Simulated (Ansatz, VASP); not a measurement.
# Ir: VASP beside Ansatz

Contents of INCAR:

```
ALGO = Fast ; EDIFF = 1E-6
ENCUT = 520 ; ISIF = 2
ISMEAR = 0 ; LASPH = True
LCHARG = False ; LREAL = False
LWAVE = False ; NBANDS = 10
NELM = 80 ; PREC = Accurate
SIGMA = 0.15
```

File KPOINTS:

```
k-points
0
Gamma
  22 22 22
```

Contents of POSCAR:

```
Ir
1.0
   -0.0095985000      1.9197000000      1.9197000000
    1.9197000000     -0.0095985000      1.9197000000
    1.9101015000      1.9101015000      0.0000000000
Ir
1
Direct
    0.0000000000      0.0000000000      0.0000000000
```

Input for Ansatz:

```yaml
crystal:
  lattice:
    - [-0.0095985, 1.9197, 1.9197]
    - [1.9197, -0.0095985, 1.9197]
    - [1.9101015, 1.9101015, 0.0]
  atoms:
    - { symbol: Ir, position: [0.0, 0.0, 0.0] }
basis:
  ecutwfc: 420
kpoints:
  mp_grid: { grid: [22, 22, 22] }
hamiltonian:
  xc: lda
scf:
  occupations: { method: gaussian, width: 0.15 }
output:
  forces: true
  stress: true
  eigenvalues: true
```

Change from the starting cell: strain -0.0100 x Voigt [0, 0, 0, 0, 0, 1], atoms carried along.

Alike in both runs: task single point; functional LDA; k mesh 22 × 22 × 22; occupations gaussian, width 0.15 eV; no spin polarisation.

|  | VASP | Ansatz |
| --- | --- | --- |
| version | VASP 6.6.1 | Ansatz 0.2.0 |
| potentials or method | VASP PAW LDA potentials, release 64 (Ir), cutoff 520 eV | scalar-relativistic, plane waves, PAW |
| valence electrons in the cell | 9 | 17 |

|  | VASP | Ansatz | Ansatz less VASP |
| --- | --- | --- | --- |
| gap on the k mesh at the Fermi level (eV) | none | none | - |
| pressure (GPa) | -6.1 | -8.4 | -2.27 |
| traceless stress, the component that is largest in VASP (GPa) | 2.69 | 2.67 | -0.025 |

LDA's correlation is that of Perdew and Zunger in VASP and of Perdew and Wang (1992) in Ansatz. A gap of «none» marks a metal or a gap that the smearing closes. VASP's potentials hold 9 valence electrons a cell and Ansatz's 17, so a difference there can come from the potentials and not from the codes.

Spin-orbit coupling is off throughout.
